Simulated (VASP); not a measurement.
SrC2: density of states with LDA

Crystal: SrC2.

```
CELL_PARAMETERS angstrom
-2.04889 2.04889 3.40667
2.04889 -2.04889 3.40667
2.04889 2.04889 -3.40667
ATOMIC_POSITIONS crystal
Sr 0.00000 0.00000 0.00000
C 0.40793 0.40793 0.00000
C 0.59207 0.59207 0.00000
```

```
Program                 : VASP 6.6.1
Task                    : density of states
Functional              : LDA
Potentials or basis     : VASP PAW LDA potentials, release 64 (Sr_sv, C)
Cutoff                  : 520 eV
k mesh                  : 10 × 10 × 10
Occupations             : fermi-dirac, width 0.03 eV
Spin                    : no spin polarisation
Dipole correction       : no
k mesh for the DOS      : 15 × 15 × 15
Occupations for the DOS : tetrahedron
Further INCAR settings  : ALGO = Normal; EDIFF = 1e-06; NBANDS = 16
```

The valence electrons inside the program's atomic spheres are Sr 7.96; C 2.51.

Levels at points of the mesh, in eV from the valence-band top:
| k point | band 7 | band 8 | band 9 | band 10 | band 11 | band 12 |
| --- | --- | --- | --- | --- | --- | --- |
| (0.00, 0.00, 0.00) | -2.17 | -0.89 | -0.89 | 3.42 | 3.42 | 4.39 |

It took 2.8 min on 1 thread of Oxide Virtual Turin-like Processor, on a shared host, peak memory 0.33 GiB.
